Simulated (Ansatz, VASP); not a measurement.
# Two plane-wave programs on TiO

```
Ti O
1.0
     2.85161    0.00000    0.00000
    -1.42580    2.46956    0.00000
     0.00000    0.00000    5.56750
Ti O
2 2
Direct
  0.33333 0.66667 0.25000
  0.66667 0.33333 0.75000
  0.00000 0.00000 0.00000
  0.00000 0.00000 0.50000
```

Alike in both runs: task single point; functional PBEsol; k mesh 9 × 9 × 4; occupations gaussian, width 0.05 eV; no spin polarisation.

|  | VASP | Ansatz |
| --- | --- | --- |
| version | VASP 6.6.1 | Ansatz 0.2.0 |
| potentials or method | VASP PAW PBE potentials, release 64 (Ti_sv, O), cutoff 520 eV | scalar-relativistic, plane waves, PAW |
| valence electrons in the cell | 36 | 36 |

```tsv
	VASP	Ansatz	Ansatz less VASP
gap on the k mesh at the Fermi level (eV)	none	none	-
pressure (GPa)	-9.3	-10.0	-0.66
traceless stress, the component that is largest in VASP (GPa)	-1.51	-1.58	-0.070
```

VASP's potentials were made for PBE, not for PBEsol. A gap of «none» marks a metal or a gap that the smearing closes.
